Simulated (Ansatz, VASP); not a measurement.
# Rh in VASP and in Ansatz

```xyz
1
Lattice="0.0000 1.9403 1.9403 1.9403 0.0000 1.9403 1.9403 1.9403 0.0000" Properties=species:S:1:pos:R:3 pbc="T T T"
Rh    0.0000    0.0000    0.0000
```

Change from the starting cell: volume scaled by 1.06, PAW files.

Alike in both runs: task electric field gradients; functional LDA; k mesh 18 × 18 × 18; occupations fermi-dirac, width 0.05 eV; no spin polarisation.

|  | VASP | Ansatz |
| --- | --- | --- |
| version | VASP 6.6.1 | Ansatz 0.2.0 |
| potentials or method | VASP PAW LDA potentials, release 64 (Rh_pv) | PAW with Ansatz's default frozen-core files, scalar-relativistic |
| plane-wave cutoff (eV) | 520 | 420 |
| valence electrons in the cell | 15 | 17 |

|  | VASP | Ansatz | Ansatz less VASP |
| --- | --- | --- | --- |
| pressure (GPa) | -23.8 | -24.5 | -0.68 |

LDA's correlation is that of Perdew and Zunger in VASP and of Perdew and Wang (1992) in Ansatz. VASP's potentials hold 15 valence electrons a cell and Ansatz's 17, so a difference there can come from the potentials and not from the codes.
